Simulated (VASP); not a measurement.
# Mg2SO: single point with r2SCAN

Mg2SO:

```
CELL_PARAMETERS angstrom
3.67487 0.00000 0.00000
0.00000 3.67487 0.00000
0.00000 0.00000 4.88397
ATOMIC_POSITIONS crystal
O 0.00000 0.00000 0.00000
Mg 0.00000 0.50000 0.81132
Mg 0.50000 0.00000 0.18868
S 0.50000 0.50000 0.50000
```

```json
{
  "Program": "VASP 6.6.1",
  "Task": "single point",
  "Functional": "r2SCAN",
  "Potentials or basis": "VASP PAW PBE potentials, release 64 (O, Mg, S)",
  "Cutoff": "520 eV",
  "k mesh": "6 × 6 × 4",
  "Occupations": "gaussian, width 0.01 eV",
  "Spin": "no spin polarisation"
}
```

The pressure is -0.5 GPa. The largest force is 0.007 eV/Å and the band gap on the k mesh is 2.17 eV (least direct gap 2.32 eV).

Forces in eV/Å, atoms in the order of the input:
```
O    0.000  0.000  0.000
Mg   0.000  0.000 -0.007
Mg   0.000  0.000  0.007
S    0.000  0.000  0.000
```

Levels at points of the mesh, in eV from the valence-band top:
```csv
k point,band 5,band 6,band 7,band 8,band 9,band 10,band 11,band 12
"(0.00, 0.00, 0.00)",-2.43,-0.79,-0.16,-0.16,2.17,5.54,7.23,10.51
"(0.50, 0.00, 0.00)",-2.19,-2.02,-1.97,-0.05,4.84,7.22,8.04,8.40
"(0.50, 0.50, 0.00)",-1.77,-1.57,-1.57,-1.55,3.69,4.93,7.63,7.63
"(0.00, 0.00, 0.50)",-2.32,-2.12,-0.33,-0.33,5.21,6.52,7.93,9.11
"(0.50, 0.00, 0.50)",-2.18,-1.13,-0.94,0.00,4.88,7.23,8.12,9.06
"(0.50, 0.50, 0.50)",-2.32,-2.32,-2.31,-1.99,6.15,6.61,7.42,7.42
```

Run time: 41 s on 1 thread of Intel(R) Xeon(R) 6975P-C (Granite Rapids) (shared host), peak memory 0.19 GiB.

Caveat: the PAW data sets were made with another functional, which shifts forces and pressure a little. A k mesh can miss the band edges.
